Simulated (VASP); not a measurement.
# AlNi (rocksalt type): density of states with LDA

AlNi (rocksalt type):

```xyz
2
Lattice="0.0000 2.3262 2.3262 2.3262 0.0000 2.3262 2.3262 2.3262 0.0000" Properties=species:S:1:pos:R:3 pbc="T T T"
Ni    0.0000    0.0000    0.0000
Al    2.3262    2.3262    2.3262
```

This cell differs from its parent crystal: volume scaled by 0.94.

```yaml
Program: VASP 6.6.1
Task: density of states
Functional: LDA
Potentials_or_basis: VASP PAW LDA potentials, release 64 (Ni, Al)
Cutoff: 520 eV
k_mesh: 15 × 15 × 15
Occupations: fermi-dirac, width 0.1 eV
Spin: no spin polarisation
Dipole_correction: no
k_mesh_for_the_DOS: 23 × 23 × 23
Occupations_for_the_DOS: tetrahedron
Further_INCAR_settings: ALGO = Normal; EDIFF = 1e-06
```

| Item | Value |
| --- | --- |
| Valence electrons inside the program's atomic spheres | Ni 9.61; Al 0.86 |

Levels at points of the mesh, in eV from the Fermi level:
```
           k point  band 4  band 5  band 6  band 7  band 8  band 9
(0.00, 0.00, 0.00)   -2.51   -2.44   -2.44    7.41    7.41    7.41
```

It took 24 s on 1 thread of Intel(R) Xeon(R) 6975P-C (Granite Rapids) (shared host), peak memory 0.21 GiB.

 Spin polarisation is off, so any magnetic state and its effect on volume and gap are missing.
